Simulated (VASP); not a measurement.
Write the native input for VASP 6.6.1 that does the following.

- Task: single point
- Functional: PBEsol
- Potentials or basis: VASP PAW PBE potentials, release 64 (Si, W_sv)
- Cutoff: 520 eV
- k mesh: 12 × 12 × 6
- Occupations: gaussian, width 0.15 eV
- Spin: no spin polarisation
- Dipole correction: no
- Further INCAR settings: ALGO = Normal; EDIFF = 1e-06; NBANDS = 43

The structure of Si2W lies in POSCAR:

```
Si2W
1.0
    4.5760866017      0.0000000000      0.0000000000
   -2.2880433009      3.9630072470      0.0000000000
    0.0000000000      0.0000000000      6.2731420963
Si W
6 3
Direct
    0.8361793875      0.6723587749      0.5000000000
    0.1638206125      0.8361793875      0.8333333333
    0.6723587749      0.8361793875      0.1666666667
    0.1638206125      0.3276412251      0.5000000000
    0.8361793875      0.1638206125      0.8333333333
    0.3276412251      0.1638206125      0.1666666667
    0.0000000000      0.5000000000      0.1666666667
    0.5000000000      0.5000000000      0.8333333333
    0.5000000000      0.0000000000      0.5000000000
```

This cell differs from its parent crystal: strain +0.000 along x and y, -0.050 along z.

One way to write it, as run:

INCAR

```
SYSTEM = Si2W
  ALGO = Normal
  EDIFF = 1E-6
  ENCUT = 520
  GGA = PS
  ISIF = 2
  ISMEAR = 0
  LASPH = .True.
  LCHARG = .False.
  LREAL = .False.
  LWAVE = .False.
  NBANDS = 43
  NELM = 80
  PREC = Accurate
  SIGMA = 0.15
```

KPOINTS

```
k-points
0
Gamma
  12 12 6
  0 0 0
```

Potentials or basis: VASP PAW PBE potentials, release 64 (Si, W_sv).

Command:

```console
$ cat potpaw_PBE.64/Si/POTCAR potpaw_PBE.64/W_sv/POTCAR > POTCAR
$ mpirun -np 1 vasp_std > vasp.out
```

It gave:

The pressure is 15.5 GPa and the largest force is 0.157 eV/Å. The band gap on the k mesh is zero (bands 33 and 34 overlap by 0.06 eV).

Caveat: the cell differs from its parent crystal (strain +0.000 along x and y, -0.050 along z); the stress differs along the axes, from 9 to 28 GPa; the PAW data sets were made with another functional, which shifts forces and pressure a little; spin-orbit coupling is left out, which moves the levels of the heavy elements.

Wall time 3.4 min on 1 thread of AMD EPYC 9R45 96-Core Processor (Zen 5), with other jobs on the host, peak memory 0.38 GiB.
